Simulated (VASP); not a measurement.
# Ca2SiN2 (P4/mmm) in VASP: further runs, part 2 of 2

VASP 6.6.1. The steps go on from the part before.

## (5) Single point, PBE

This run uses another cell than the first one, of 23.43 Å³/atom.

Input file INCAR:

```
SYSTEM = Ca2SiN2
ALGO = Normal
EDIFF = 1E-6
ENCUT = 600
GGA = PE
GGA_COMPAT = .FALSE.
ISIF = 2
ISMEAR = 0
LASPH = .TRUE.
LCHARG = .FALSE.
LREAL = .FALSE.
LWAVE = .FALSE.
NBANDS = 25
NELM = 120
PREC = Accurate
SIGMA = 0.1
```

Input file KPOINTS:

```
k-points
0
G
  8 8 8
  0 0 0
```

Input file POSCAR:

```
Ca2SiN2
1.0
    4.7807256013      0.0000000000      0.0000000000
    0.0000000000      4.7807256013      0.0000000000
    0.0000000000      0.0000000000      5.1256986148
Ca Si N
2 1 2
Direct
    0.0000000000      0.5000000000      0.0000000000
    0.5000000000      0.0000000000      0.0000000000
    0.5000000000      0.5000000000      0.5000000000
    0.5000000000      0.5000000000      0.8646951844
    0.5000000000      0.5000000000      0.1353048156
```

Command:

```bash
$ cat potpaw_PBE.64/Ca_sv/POTCAR potpaw_PBE.64/Si/POTCAR potpaw_PBE.64/N/POTCAR > POTCAR
$ mpirun -np 1 vasp_std > vasp.out
```

It took 6 min on 1 thread of Oxide Virtual Turin-like, shared host; peak memory 0.38 GiB.

The run converged. Its results:

```
Free energy            : -25.8032 eV
Pressure               : 0.2 GPa
Largest force          : 0.106 eV/Å
Band gap on the k mesh : zero (bands 17 and 18 overlap by 1.29 eV)
```

Forces in eV/Å, atoms in the order of the input:
```
Ca   0.000  0.000  0.000
Ca   0.000  0.000  0.000
Si   0.000  0.000  0.000
N    0.000  0.000 -0.106
N    0.000  0.000  0.106
```

Levels at points of the mesh, in eV from the Fermi level:
```
           k point  band 13  band 14  band 15  band 16  band 17  band 18  band 19  band 20  band 21  band 22
(0.00, 0.00, 0.00)    -6.10    -2.35    -2.17    -2.17    -0.82     0.90     0.90     0.90     2.03     2.76
(0.50, 0.00, 0.00)    -6.19    -2.07    -1.68    -1.54    -1.36     0.46     1.12     1.77     2.21     2.79
(0.50, 0.50, 0.00)    -7.14    -1.37    -1.37    -1.02    -1.02    -0.78     0.14     1.43     1.90     1.90
(0.00, 0.00, 0.50)    -5.90    -3.97    -3.17    -3.17    -1.26     0.97     1.88     2.68     2.68     2.95
(0.50, 0.00, 0.50)    -6.01    -3.64    -3.28    -3.05    -0.09     1.39     1.99     2.55     2.65     2.85
(0.50, 0.50, 0.50)    -6.95    -3.37    -3.00    -3.00     0.28     1.06     1.79     1.79     1.96     1.96
```

## (6) Relaxation of cell and atoms, PBE

This run uses another cell than the first one, of 23.47 Å³/atom.

Input file INCAR:

```
SYSTEM = Ca2SiN2
ALGO = Normal
EDIFF = 1E-7
EDIFFG = -0.01
ENCUT = 600
GGA = PE
GGA_COMPAT = .FALSE.
IBRION = 2
ISIF = 3
ISMEAR = 0
LASPH = .TRUE.
LCHARG = .FALSE.
LREAL = .FALSE.
LWAVE = .FALSE.
NELM = 120
NELMIN = 4
NSW = 100
PREC = Accurate
SIGMA = 0.1
```

KPOINTS is that of step 5.

Input file POSCAR:

```
Ca2SiN2
1.0
    4.7869298919      0.0000000000      0.0000000000
    0.0000000000      4.7869298919      0.0000000000
    0.0000000000      0.0000000000      5.1221160324
Ca Si N
2 1 2
Direct
    0.0000000000      0.5000000000      0.0000000000
    0.5000000000      0.0000000000      0.0000000000
    0.5000000000      0.5000000000      0.5000000000
    0.5000000000      0.5000000000      0.8648073235
    0.5000000000      0.5000000000      0.1351926765
```

Potentials or basis: VASP PAW PBE potentials, release 64 (Ca_sv, Si, N).

Command:

```bash
$ cat potpaw_PBE.64/Ca_sv/POTCAR potpaw_PBE.64/Si/POTCAR potpaw_PBE.64/N/POTCAR > POTCAR
$ mpirun -np 1 vasp_std > vasp.out
```

OUTCAR:

```text
SYSTEM = Ca2SiN2
   EDIFF = 1E-7
   EDIFFG = -0.01
   ENCUT = 600
   GGA = PE
   IBRION = 2
   ISIF = 3
   ISMEAR = 0
   LASPH = .TRUE.
   LREAL = .FALSE.
   NELM = 120
   NELMIN = 4
   NSW = 100
   PREC = Accurate

 ion  position               nearest neighbor table
   1  0.000  0.500  0.000-
   2  0.500  0.000  0.000-
   3  0.500  0.500  0.500-   4 1.87   5 1.87
   4  0.500  0.500  0.865-   5 1.38   3 1.87
   5  0.500  0.500  0.135-   4 1.38   3 1.87

  LATTYP: Found a simple tetragonal cell.
 ALAT       =     4.7869298919
 C/A-ratio  =     1.0700211092

  Lattice vectors:

 A1 = (   4.7869298919,   0.0000000000,   0.0000000000)
 A2 = (   0.0000000000,   4.7869298919,   0.0000000000)
 A3 = (   0.0000000000,   0.0000000000,   5.1221160324)

Analysis of symmetry for initial positions (statically):
=====================================================================
 Subroutine PRICEL returns:
 Original cell was already a primitive cell.

 Routine SETGRP: Setting up the symmetry group for a
 simple tetragonal supercell.

 Subroutine GETGRP returns: Found 16 space group operations
 (whereof 16 operations were pure point group operations)
 out of a pool of 16 trial point group operations.

The static configuration has the point symmetry D_4h.

Analysis of symmetry for dynamics (positions and initial velocities):
=====================================================================
 Subroutine PRICEL returns:
 Original cell was already a primitive cell.

 Routine SETGRP: Setting up the symmetry group for a
 simple tetragonal supercell.

 Subroutine GETGRP returns: Found 16 space group operations
 (whereof 16 operations were pure point group operations)
 out of a pool of 16 trial point group operations.

The dynamic configuration has the point symmetry D_4h.

 Subroutine INISYM returns: Found 16 space group operations
 (whereof 16 operations are pure point group operations),
 and found     1 'primitive' translations

----------------------------------------------------------------------------------------

                                     Primitive cell

  volume of cell :     117.3717

  direct lattice vectors                    reciprocal lattice vectors
     4.786929892  0.000000000  0.000000000     0.208902161  0.000000000  0.000000000
     0.000000000  4.786929892  0.000000000     0.000000000  0.208902161  0.000000000
     0.000000000  0.000000000  5.122116032     0.000000000  0.000000000  0.195231813

  length of vectors
     4.786929892  4.786929892  5.122116032     0.208902161  0.208902161  0.195231813

  position of ions in fractional coordinates (direct lattice)
     0.000000000  0.500000000  0.000000000
     0.500000000  0.000000000  0.000000000
     0.500000000  0.500000000  0.500000000
     0.500000000  0.500000000  0.864807324
     0.500000000  0.500000000  0.135192676

  ion indices of the primitive-cell ions
   primitive index   ion index
                 1           1
                 2           2
                 3           3
                 4           4
                 5           5

----------------------------------------------------------------------------------------
[... 50 lines left out ...]
  0.500000  0.125000  0.125000      8.000000
 [... further k-points ...]
   k-points           NKPTS =     75   k-points in BZ     NKDIM =     75   number of bands    NBANDS=     21
   number of dos      NEDOS =    301   number of ions     NIONS =      5
   total plane-waves  NPLWV =  67200
   dimension x,y,z NGX =    40 NGY =   40 NGZ =   42
   dimension x,y,z NGXF=    80 NGYF=   80 NGZF=   84
   ions per type =               2   1   2
   NGX,Y,Z   is equivalent  to a cutoff of  13.89, 13.89, 13.63 a.u.
   NGXF,Y,Z  is equivalent  to a cutoff of  27.78, 27.78, 27.26 a.u.
 SYSTEM =  Ca2SiN2
   PREC   = accura    normal or accurate (medium, high low for compatibility)
   ISTART =      0    job   : 0-new  1-cont  2-samecut
   ICHARG =      2    charge: 1-file 2-atom 10-const
   ISPIN  =      1    spin polarized calculation?
   LNONCOLLINEAR =      F non collinear calculations
   LSORBIT =      F    spin-orbit coupling
   LASPH  =      T    aspherical Exc in radial PAW
   ENCUT  =  600.0 eV  44.10 Ry    6.64 a.u.   9.56  9.56 10.23*2*pi/ulx,y,z
   NELM   =    120;   NELMIN=  4; NELMDL= -5     # of ELM steps
   EDIFF  = 0.1E-06   stopping-criterion for ELM
   LREAL  =      F    real-space projection
   EDIFFG = -.1E-01   stopping-criterion for IOM
   NSW    =    100    number of steps for IOM
   IBRION =      2    ionic relax: 0-MD 1-quasi-New 2-CG
   NFREE  =      1    steps in history (QN), initial steepest desc. (CG)
   ISIF   =      3    stress and relaxation
   ISYM   =      2    0-nonsym 1-usesym 2-fastsym
   POTIM  = 0.5000    time-step for ionic-motion
   TEBEG  =    0.0;   TEEND  =   0.0 temperature during run
   PSTRESS=    0.0 pullay stress
   NELECT =      34.0000    total number of electrons
   NUPDOWN=      -1.0000    fix difference up-down
   EMIN   =  10.00;   EMAX   =-10.00  energy-range for DOS
   EFERMI =   0.00;   METHOD = LEGACY
   ISMEAR =     0;   SIGMA  =   0.10  broadening in eV -4-tet -1-fermi 0-gaus
   EFERMI_NEDOS =   21; number of points for ismear=-14 and -15
   IALGO  =     38    algorithm
   IMIX   =      4    mixing-type and parameters
     AMIX     =   0.40;   BMIX     =  1.00
     AMIX_MAG =   1.60;   BMIX_MAG =  1.00
  volume/ion in A,a.u.               =      23.47       158.41
  Fermi-wavevector in a.u.,A,eV,Ry     =   1.083212  2.046973 15.964359  1.173347
  Thomas-Fermi vector in A             =   2.219272
   LORBIT       =      0    0 simple, 1 ext, 2 COOP (PROOUT), +10 PAW based schemes
   GGA     = PE    functional components
   LHFCALC =     F    Hartree Fock is set to
   AEXX    =    0.0000 exact exchange contribution
   IVDW    =     0    specifies the selected vdW correction
   LEPSILON=     F    determine dielectric tensor
   LRPA    =     F    only Hartree local field effects (RPA)
 conjugate gradient relaxation of ions
 non-spin polarized calculation
 Gauss-broadening in eV      SIGMA  =   0.10
  energy-cutoff  :      600.00
  volume of cell :      117.37
 maximum number of plane-waves:      3964
 NGX is ok and might be reduce to    40
   NGX = 19   NGY = 19   NGZ = 21

--------------------------------------- Ionic step        1  -------------------------------------------

 number of electron      33.9999998 magnetization

 Free energy of the ion-electron system (eV)
  ---------------------------------------------------
  ext. energy  EPLUGINS =         0.00000000
  ---------------------------------------------------
  free energy    TOTEN  =       -25.80328254 eV

  energy without entropy =      -25.79516742  energy(sigma->0) =      -25.79922498

------------------------ aborting loop because EDIFF is reached ----------------------------------------

  FORCE on cell =-STRESS in cart. coord.  units (eV):
  Direction    XX          YY          ZZ          XY          YZ          ZX
  --------------------------------------------------------------------------------------
  -------------------------------------------------------------------------------------
  Total        0.0451052      0.0451052      0.1625513      0.0000000      0.0000000      0.0000000
  in kB        0.6157057      0.6157057      2.2188993      0.0000000      0.0000000      0.0000000
  external PRESSURE =       1.1501036 kB  Pullay stress =       0.0000000 kB
[... 65 lines left out ...]
--------------------------------------- Ionic step        3  -------------------------------------------

 number of electron      33.9999998 magnetization

 Free energy of the ion-electron system (eV)
  ---------------------------------------------------
  ext. energy  EPLUGINS =         0.00000000
  ---------------------------------------------------
  free energy    TOTEN  =       -25.80373012 eV

  energy without entropy =      -25.79561769  energy(sigma->0) =      -25.79967391

 E-fermi :   3.0957     XC(G=0):  -8.3128

 val. band max:        3.0877495800   @ k =   0.2500   0.2500   0.1250
 cond. band min:       3.1053653537   @ k =   0.3750   0.2500   0.1250
 fundamental gap:      0.0176157736
 Fermi energy:         3.0956923161

 k-point     1 :       0.0000    0.0000    0.0000
  band No.  band energies     occupation
      1     -38.6060      2.00000
      2     -38.5421      2.00000
      3     -19.8051      2.00000
      4     -19.8051      2.00000
      5     -19.6275      2.00000
      6     -19.5399      2.00000
[... 565 lines left out ...]
     20       4.8718      0.00000
     21       5.3560      0.00000

 [... further k-points ...]

------------------------ aborting loop because EDIFF is reached ----------------------------------------

  FORCE on cell =-STRESS in cart. coord.  units (eV):
  Direction    XX          YY          ZZ          XY          YZ          ZX
  --------------------------------------------------------------------------------------
  -------------------------------------------------------------------------------------
  Total       -0.0068579     -0.0068579     -0.0187269      0.0000000     -0.0000000      0.0000000
  in kB       -0.0935066     -0.0935066     -0.2553384      0.0000000     -0.0000000      0.0000000
  external PRESSURE =      -0.1474505 kB  Pullay stress =       0.0000000 kB
[... 20 lines left out ...]
  FREE ENERGIE OF THE ION-ELECTRON SYSTEM (eV)
  ---------------------------------------------------
  free  energy   TOTEN  =       -25.8037301243 eV

  energy  without entropy=      -25.7956176901  energy(sigma->0) =      -25.79967391

 reached required accuracy - stopping structural energy minimisation
```

Run time: 10 min. Hardware: 1 thread of Oxide Virtual Turin-like, shared host; peak memory 0.38 GiB.

What came out:

```yaml
Free_energy: -25.8037 eV
Relaxed_volume: 23.50 Å³/atom
Relaxed_cell: a = 4.788 Å, b = 4.788 Å, c = 5.126 Å, α = 90.00°, β = 90.00°, γ = 90.00°
Space_group_after_relaxing_to_0.1_Å: P4/mmm (No. 123)
Energy_gained_by_relaxing: 0.1 meV/atom
Ionic_steps: 3
Pressure_after_relaxing: 0.0 GPa
Band_gap_on_the_k_mesh: zero (bands 17 and 18 overlap by 1.27 eV)
```

Forces in eV/Å, atoms in the order of the input:
```
Ca   0.000  0.000  0.000
Ca   0.000  0.000  0.000
Si   0.000  0.000  0.000
N    0.000  0.000 -0.002
N    0.000  0.000  0.002
```

Step by step:
```
step  energy change (eV)  largest force (eV/Å)  pressure (GPa)  volume (Å³)
   1              0.0000                0.1301            0.12       117.37
   2              0.0001                0.1325           -0.15       117.66
   3             -0.0004                0.0022           -0.01       117.51
```

Final structure:
```yaml
crystal:
  lattice:
    - [4.78791, 0.00000, 0.00000]
    - [0.00000, 4.78791, 0.00000]
    - [0.00000, 0.00000, 5.12588]
  atoms:
    - { symbol: Ca, position: [0.00000, 0.50000, 0.00000] }
    - { symbol: Ca, position: [0.50000, 0.00000, 0.00000] }
    - { symbol: Si, position: [0.50000, 0.50000, 0.50000] }
    - { symbol: N, position: [0.50000, 0.50000, 0.86423] }
    - { symbol: N, position: [0.50000, 0.50000, 0.13577] }
```

## (7) Summary

```csv
task,cell,k mesh,gap on the mesh (eV),pressure (GPa),relaxed volume (Å³/atom),largest force (eV/Å)
single point,"a = 4.126, b = 4.126, c = 4.700 Å, 5 atoms, atomic positions A",4 × 4 × 4,none,49.6,-,20.93
single point,"a = 4.787, b = 4.787, c = 5.122 Å, 5 atoms, atomic positions B",4 × 4 × 4,none,0.1,-,0.09
relaxation of cell and atoms,"relaxed from a = 4.126, b = 4.126, c = 4.700 Å, 5 atoms, atomic positions A",4 × 4 × 4,none,0.0,23.24,-
single point,"a = 4.781, b = 4.781, c = 5.126 Å, 5 atoms, atomic positions B",8 × 8 × 8,none,0.2,-,0.11
relaxation of cell and atoms,"relaxed from a = 4.787, b = 4.787, c = 5.122 Å, 5 atoms, atomic positions B",8 × 8 × 8,none,0.0,23.50,-
```

Alike in all rows: level PBE; potentials or basis VASP PAW PBE potentials, release 64 (Ca_sv, Si, N); no spin polarisation; cutoff (eV) 600; smearing gaussian 0.1 eV.

Caveats: some runs use coarse meshes; the standard files for N, O and F lose accuracy on very short bonds (at least some runs); forces of over 1 eV/Å act on the atoms, so gaps and moduli don't describe the material at rest (at least some runs); the volume moved by over 15 % at a fixed basis, so the end points are rough (at least some runs).

Absolute energies hang on the potentials; compare differences alone.

The gap in the log of VASP goes by the Fermi energy; the results here count the filled bands.